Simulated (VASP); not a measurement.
A run of VASP 6.6.1:

The input INCAR:

```
SYSTEM = PtSe2
PREC = Accurate
ENCUT = 520
EDIFF = 1E-6
ISMEAR = -1
SIGMA = 0.05
LREAL = .False.
LASPH = .True.
NELM = 150
ALGO = Normal
ISIF = 2
LWAVE = .False.
LCHARG = .True.
LMAXMIX = 4
LDAU = .True.
LDAUTYPE = 2
LDAUL = 2 -1
LDAUU = 8 0
LDAUJ = 0 0
LDAUPRINT = 1
GGA = PS
LELF = .True.
LVHAR = .True.
NBANDS = 18
```

File KPOINTS:

```
Automatic mesh
0
Gamma
  8 8 5
  0 0 0
```

Contents of POSCAR:

```
PtSe2
1.0
    3.7240000000      0.0000000000      0.0000000000
   -1.8620000000      3.2250786037      0.0000000000
    0.0000000000      0.0000000000      5.0620000000
Pt Se
1 2
Direct
    0.0000000000      0.0000000000      0.0000000000
    0.6666666667      0.3333333333      0.7500000000
    0.3333333333      0.6666666667      0.2500000000
```

Potentials or basis: VASP PAW PBE potentials, release 64 (Pt, Se).

Launch:

```console
$ cat potpaw_PBE.64/Pt/POTCAR potpaw_PBE.64/Se/POTCAR > POTCAR
$ mpirun -np 1 vasp_std > vasp.out
```

Hardware: 1 thread of AMD EPYC 9R45 96-Core Processor (Zen 5) (shared host).

Question: How long does it take, and how much memory?

Answer: It took 25 s on 1 thread of AMD EPYC 9R45 96-Core Processor (Zen 5), on a shared host, peak memory 0.17 GiB. Counts: scf iterations 15, k points 40.
